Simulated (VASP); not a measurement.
TaAl3O, 5 atoms in the cell. Symmetry: P-62m, No. 189, hexagonal system. Conventional cell: a = 5.136 Å, b = 5.136 Å, c = 5.284 Å, α = 90.00°, β = 90.00°, γ = 120.00°. Within 3.3 Å of Ta (site symmetry -62m) lie 6 Al at 2.48 to 2.66 Å and 2 O at 2.64 Å. Within 3.3 Å of Al (site symmetry m2m) lie 2 Ta at 2.48 to 2.66 Å and 4 Al at 2.57 Å. Within 3.5 Å of O (site symmetry -62m) lie 2 Ta at 2.64 Å. 

| Property | Result |
| --- | --- |
| Program | VASP 6.6.1 |
| Task | single point |
| Functional | PBE |
| Potentials or basis | VASP PAW PBE potentials, release 64 (Ta_pv, Al, O) |
| Cutoff | 520 eV |
| k mesh | 6 × 6 × 4 |
| Occupations | gaussian, width 0.1 eV |
| Spin | no spin polarisation |
| Dipole correction | no |
| Further INCAR settings | ALGO = Normal; EDIFF = 1e-07; NBANDS = 21 |

Potentials or basis: VASP PAW PBE potentials, release 64 (Ta_pv, Al, O).

Command:

```sh
$ cat potpaw_PBE.64/Ta_pv/POTCAR potpaw_PBE.64/Al/POTCAR potpaw_PBE.64/O/POTCAR > POTCAR
$ mpirun -np 1 vasp_std > vasp.out
```

Hardware: 1 thread of Intel(R) Xeon(R) Platinum 8488C (Sapphire Rapids), on a shared host.

Task: Estimate the wall time of this run.

Result: Run time: 57 s on 1 thread of Intel(R) Xeon(R) Platinum 8488C (Sapphire Rapids), with other jobs on the host, peak memory 0.26 GiB. Counts: scf iterations 17, k points 21.
